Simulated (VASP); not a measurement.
# Be4InCu (P1) in VASP: single point with PBE

Aim: the single point of Be4InCu with PBE.

Everything below comes from runs of VASP 6.6.1. Logs are shortened: lines on timing, memory, paths and dates and some standing lists are left out, and cuts for length are marked.

### Step 1. The cell of the first run

The typed cell holds 6 atoms: a = 4.514 Å, b = 4.514 Å, c = 4.514 Å, α = 60.00°, β = 60.00°, γ = 60.00°.

### Step 2. Single point, PBE

INCAR

```
PREC     = Accurate       # precision mode
ENCUT    = 520            # plane-wave cutoff, eV
EDIFF    = 1E-6           # SCF threshold, eV
ISMEAR   = -1             # smearing method
SIGMA    = 0.1            # smearing width, eV
LREAL    = F              # projectors in reciprocal space
LASPH    = T              # aspherical terms in the spheres
NELM     = 120            # most SCF steps
ALGO     = Normal         # electronic algorithm
ISIF     = 2              # what is computed and relaxed
LWAVE    = F              # write WAVECAR
LCHARG   = T              # write CHGCAR
GGA      = PE             # functional
LELF     = T              # ELF
LVHAR    = T            
NBANDS   = 25             # bands
GGA_COMPAT= F
```

KPOINTS

```
regular mesh
0
Gamma
  2 2 2
```

POSCAR

```
Be4InCu
1.0
    0.0000000000      3.1920400000      3.1920400000
    3.1920400000      0.0000000000      3.1920400000
    3.1920400000      3.1920400000      0.0000000000
Be In Cu
4 1 1
Direct
    0.3750692347      0.3456059448      0.3949649754
    0.8660041854      0.3976291024      0.3282700091
    0.3736091966      0.3884993609      0.8752833611
    0.3872996579      0.8499561409      0.4092724402
    0.0034548439      0.0009382715     -0.0005394669
    0.7450121239      0.7496411386      0.7470352815
```

Potentials or basis: VASP PAW PBE potentials, release 64 (Be, In_d, Cu).

Started as:

```sh
$ cat potpaw_PBE.64/Be/POTCAR potpaw_PBE.64/In_d/POTCAR potpaw_PBE.64/Cu/POTCAR > POTCAR
$ mpirun -np 1 vasp_std > vasp.out
```

OUTCAR:

```text
PREC = Accurate
   ENCUT = 520
   EDIFF = 1E-6
   ISMEAR = -1
   LREAL = F
   LASPH = T
   NELM = 120
   ISIF = 2
   GGA = PE

 ion  position               nearest neighbor table
   1  0.375  0.346  0.395-   4 2.18   2 2.20   3 2.26   3 2.27   4 2.34   2 2.35   6 2.54   5 2.54
                             5 2.64   5 2.74
   2  0.866  0.398  0.328-   4 2.13   3 2.18   1 2.20   1 2.35   3 2.35   6 2.47   5 2.53   5 2.59
                             5 2.85
   3  0.374  0.388  0.875-   4 2.09   2 2.18   1 2.26   1 2.27   2 2.35   6 2.57   5 2.60   5 2.66
                             5 2.68
   4  0.387  0.850  0.409-   3 2.09   2 2.13   1 2.18   1 2.34   6 2.49   5 2.57   5 2.67   5 2.77

   5  0.003  0.001  0.999-   2 2.53   1 2.54   4 2.57   2 2.59   3 2.60   1 2.64   3 2.66   4 2.67
                             3 2.68   6 2.73   1 2.74   6 2.76   6 2.76   4 2.77   6 2.81   2 2.85
   6  0.745  0.750  0.747-   2 2.47   4 2.49   1 2.54   3 2.57   5 2.73   5 2.76   5 2.76   5 2.81

  LATTYP: Found a face centered cubic cell.
 ALAT       =     6.3840800000

  Lattice vectors:

 A1 = (   0.0000000000,   3.1920400000,   3.1920400000)
 A2 = (   3.1920400000,   0.0000000000,   3.1920400000)
 A3 = (   3.1920400000,   3.1920400000,   0.0000000000)

Analysis of symmetry for initial positions (statically):
=====================================================================
 Subroutine PRICEL returns:
 Original cell was already a primitive cell.

 Routine SETGRP: Setting up the symmetry group for a
 face centered cubic supercell.

 Subroutine GETGRP returns: Found  1 space group operations
 (whereof  1 operations were pure point group operations)
 out of a pool of 48 trial point group operations.

The static configuration has the point symmetry C_1 .

Analysis of symmetry for dynamics (positions and initial velocities):
=====================================================================
 Subroutine PRICEL returns:
 Original cell was already a primitive cell.

 Routine SETGRP: Setting up the symmetry group for a
 face centered cubic supercell.

 Subroutine GETGRP returns: Found  1 space group operations
 (whereof  1 operations were pure point group operations)
 out of a pool of 48 trial point group operations.

The dynamic configuration has the point symmetry C_1 .

 Subroutine INISYM returns: Found  1 space group operations
 (whereof  1 operations are pure point group operations),
 and found     1 'primitive' translations

----------------------------------------------------------------------------------------

                                     Primitive cell

  volume of cell :      65.0482

  direct lattice vectors                    reciprocal lattice vectors
     0.000000000  3.192040000  3.192040000    -0.156639641  0.156639641  0.156639641
     3.192040000  0.000000000  3.192040000     0.156639641 -0.156639641  0.156639641
     3.192040000  3.192040000  0.000000000     0.156639641  0.156639641 -0.156639641

  length of vectors
     4.514226260  4.514226260  4.514226260     0.271307817  0.271307817  0.271307817

  position of ions in fractional coordinates (direct lattice)
     0.375069235  0.345605945  0.394964975
     0.866004185  0.397629102  0.328270009
     0.373609197  0.388499361  0.875283361
     0.387299658  0.849956141  0.409272440
     0.003454844  0.000938271  0.999460533
     0.745012124  0.749641139  0.747035281

  ion indices of the primitive-cell ions
   primitive index   ion index
                 1           1
                 2           2
                 3           3
                 4           4
                 5           5
                 6           6

----------------------------------------------------------------------------------------

 KPOINTS: regular mesh

Automatic generation of k-mesh.
 Grid dimensions read from file:
 generate k-points for:    2    2    2

 Generating k-lattice:

  Cartesian coordinates                     Fractional coordinates (reciprocal lattice)
    -0.078319821  0.078319821  0.078319821     0.500000000  0.000000000  0.000000000
     0.078319821 -0.078319821  0.078319821     0.000000000  0.500000000  0.000000000
     0.078319821  0.078319821 -0.078319821     0.000000000  0.000000000  0.500000000

  Length of vectors
     0.135653908  0.135653908  0.135653908

  Shift w.r.t. Gamma in fractional coordinates (k-lattice)
     0.000000000  0.000000000  0.000000000

 Subroutine IBZKPT returns following result:
 ===========================================

 Found      8 irreducible k-points:

 Following reciprocal coordinates:
            Coordinates               Weight
  0.000000  0.000000  0.000000      1.000000
  0.500000  0.000000  0.000000      1.000000
  0.000000  0.500000  0.000000      1.000000
  0.000000  0.000000  0.500000      1.000000
  0.500000  0.500000  0.500000      1.000000
  0.500000  0.500000  0.000000      1.000000
  0.000000  0.500000  0.500000      1.000000
  0.500000  0.000000  0.500000      1.000000
   k-points           NKPTS =      8   k-points in BZ     NKDIM =      8   number of bands    NBANDS=     25
   number of dos      NEDOS =    301   number of ions     NIONS =      6
   total plane-waves  NPLWV =  46656
   dimension x,y,z NGX =    36 NGY =   36 NGZ =   36
   dimension x,y,z NGXF=    72 NGYF=   72 NGZF=   72
   ions per type =               4   1   1
   NGX,Y,Z   is equivalent  to a cutoff of  13.26, 13.26, 13.26 a.u.
   NGXF,Y,Z  is equivalent  to a cutoff of  26.52, 26.52, 26.52 a.u.
 SYSTEM =  unknown system
   PREC   = accura    normal or accurate (medium, high low for compatibility)
   ISTART =      0    job   : 0-new  1-cont  2-samecut
   ICHARG =      2    charge: 1-file 2-atom 10-const
   ISPIN  =      1    spin polarized calculation?
   LNONCOLLINEAR =      F non collinear calculations
   LSORBIT =      F    spin-orbit coupling
   LASPH  =      T    aspherical Exc in radial PAW
   ENCUT  =  520.0 eV  38.22 Ry    6.18 a.u.   8.39  8.39  8.39*2*pi/ulx,y,z
   NELM   =    120;   NELMIN=  2; NELMDL= -5     # of ELM steps
   EDIFF  = 0.1E-05   stopping-criterion for ELM
   LREAL  =      F    real-space projection
   EDIFFG = 0.1E-04   stopping-criterion for IOM
   NSW    =      0    number of steps for IOM
   IBRION =     -1    ionic relax: 0-MD 1-quasi-New 2-CG
   NFREE  =      0    steps in history (QN), initial steepest desc. (CG)
   ISIF   =      2    stress and relaxation
   ISYM   =      2    0-nonsym 1-usesym 2-fastsym
   POTIM  = 0.5000    time-step for ionic-motion
   TEBEG  =    0.0;   TEEND  =   0.0 temperature during run
   PSTRESS=    0.0 pullay stress
   NELECT =      32.0000    total number of electrons
   NUPDOWN=      -1.0000    fix difference up-down
   EMIN   =  10.00;   EMAX   =-10.00  energy-range for DOS
   EFERMI =   0.00;   METHOD = LEGACY
   ISMEAR =    -1;   SIGMA  =   0.10  broadening in eV -4-tet -1-fermi 0-gaus
   EFERMI_NEDOS =   21; number of points for ismear=-14 and -15
   IALGO  =     38    algorithm
   IMIX   =      4    mixing-type and parameters
     AMIX     =   0.40;   BMIX     =  1.00
     AMIX_MAG =   1.60;   BMIX_MAG =  1.00
  volume/ion in A,a.u.               =      10.84        73.16
  Fermi-wavevector in a.u.,A,eV,Ry     =   1.292349  2.442186 22.723989  1.670166
  Thomas-Fermi vector in A             =   2.424062
   LORBIT       =      0    0 simple, 1 ext, 2 COOP (PROOUT), +10 PAW based schemes
   GGA     = PE    functional components
   LHFCALC =     F    Hartree Fock is set to
   AEXX    =    0.0000 exact exchange contribution
   IVDW    =     0    specifies the selected vdW correction
   LEPSILON=     F    determine dielectric tensor
   LRPA    =     F    only Hartree local field effects (RPA)
 non-spin polarized calculation
  energy-cutoff  :      520.00
  volume of cell :       65.05
 maximum number of plane-waves:      1807
 NGX is ok and might be reduce to    36
   NGX = 17   NGY = 17   NGZ = 17

 number of electron      32.0000000 magnetization

 Free energy of the ion-electron system (eV)
  ---------------------------------------------------
  ext. energy  EPLUGINS =         0.00000000
  ---------------------------------------------------
  free energy    TOTEN  =       -19.92476527 eV

  energy without entropy =      -19.79722677  energy(sigma->0) =      -19.86099602

 E-fermi :   8.2308     XC(G=0): -11.2488

 val. band max:        8.1950245670   @ k =   0.0000   0.0000   0.5000
 cond. band min:       8.2426671285   @ k =   0.0000   0.5000   0.0000
 fundamental gap:      0.0476425615
 Fermi energy:         8.2307691968

 k-point     1 :       0.0000    0.0000    0.0000
  band No.  band energies     occupation
      1      -6.8098      2.00000
      2      -6.7981      2.00000
      3      -6.7968      2.00000
      4      -6.7838      2.00000
      5      -6.7761      2.00000
      6      -2.8905      2.00000
[... 17 lines left out ...]
     24      12.3873      0.00000
     25      13.1942      0.00000

 k-point     2 :       0.5000    0.0000    0.0000
  band No.  band energies     occupation
      1      -6.8104      2.00000
      2      -6.8026      2.00000
      3      -6.7878      2.00000
      4      -6.7554      2.00000
      5      -6.7398      2.00000
      6      -0.7643      2.00000
[... 17 lines left out ...]
     24      15.4441      0.00000
     25      18.1479      0.00000

 k-point     3 :       0.0000    0.5000    0.0000
  band No.  band energies     occupation
      1      -6.8071      2.00000
      2      -6.7973      2.00000
      3      -6.7891      2.00000
      4      -6.7528      2.00000
      5      -6.7478      2.00000
      6      -0.7698      2.00000
[... 104 lines left out ...]
 k-point     7 :       0.0000    0.5000    0.5000
  band No.  band energies     occupation
      1      -6.8269      2.00000
      2      -6.8148      2.00000
      3      -6.7489      2.00000
      4      -6.7432      2.00000
      5      -6.7344      2.00000
      6       0.1978      2.00000
[... 17 lines left out ...]
     24      16.9787      0.00000
     25      17.0524      0.00000

 k-point     8 :       0.5000    0.0000    0.5000
  band No.  band energies     occupation
      1      -6.8449      2.00000
      2      -6.8134      2.00000
      3      -6.7624      2.00000
      4      -6.7381      2.00000
      5      -6.7307      2.00000
      6       0.1001      2.00000
[... 17 lines left out ...]
     24      16.9211      0.00000
     25      17.2863      0.00000

------------------------ aborting loop because EDIFF is reached ----------------------------------------

  FORCE on cell =-STRESS in cart. coord.  units (eV):
  Direction    XX          YY          ZZ          XY          YZ          ZX
  --------------------------------------------------------------------------------------
  -------------------------------------------------------------------------------------
  Total        1.6155993      0.1500788      1.4613556     -0.5796760     -0.3026541      0.0653606
  in kB       39.7932370      3.6965364     35.9941175    -14.2777891     -7.4545632      1.6098728
  external PRESSURE =      26.4946303 kB  Pullay stress =       0.0000000 kB

 VOLUME and BASIS-vectors are now :
 -----------------------------------------------------------------------------
  energy-cutoff  :      520.00
  volume of cell :       65.05
      direct lattice vectors                 reciprocal lattice vectors
     0.000000000  3.192040000  3.192040000    -0.156639641  0.156639641  0.156639641
     3.192040000  0.000000000  3.192040000     0.156639641 -0.156639641  0.156639641
     3.192040000  3.192040000  0.000000000     0.156639641  0.156639641 -0.156639641

 POSITION                                       TOTAL-FORCE (eV/Angst)
 -----------------------------------------------------------------------------------
      2.36393      2.45798      2.30042         0.289807     -0.275518      0.571715
      2.31710      3.81217      4.03357         0.328451      0.996561     -0.348618
      4.03404      3.98651      2.43268        -0.484636      0.236260     -0.364842
      4.01951      2.54269      3.94937        -0.156483     -1.085613      0.241922
      3.19331      3.20135      0.01402         0.019866      0.080566     -0.100911
      4.77745      4.76267      4.77099         0.002994      0.047743      0.000734
 -----------------------------------------------------------------------------------
    total drift:                                0.000083     -0.000129     -0.000129

  FREE ENERGIE OF THE ION-ELECTRON SYSTEM (eV)
  ---------------------------------------------------
  free  energy   TOTEN  =       -19.9247652740 eV

  energy  without entropy=      -19.7972267716  energy(sigma->0) =      -19.86099602
```

Run time: 29 s. Hardware: 1 thread of Intel Xeon Platinum 8124M at 3.00GHz (Skylake/Cascade Lake), shared host; peak memory 0.21 GiB.

What came out:

| Property | Result |
| --- | --- |
| Free energy | -19.9248 eV |
| Pressure | 2.6 GPa |
| Largest force | 1.123 eV/Å |
| Band gap on the k mesh | zero (band 16 reaches 8.90 eV, above the bottom of band 17 at 8.19 eV) |

Forces on the atoms (eV/Å):
```
Be   0.290 -0.276  0.572
Be   0.328  0.997 -0.349
Be  -0.485  0.236 -0.365
Be  -0.156 -1.086  0.242
In   0.020  0.081 -0.101
Cu   0.003  0.048  0.001
```

Caveat: the k points lie up to 0.85 Å⁻¹ apart; spin-orbit coupling is left out, which moves the levels of the heavy elements; forces of over 1 eV/Å act on the atoms, so gaps and moduli don't describe the material at rest.
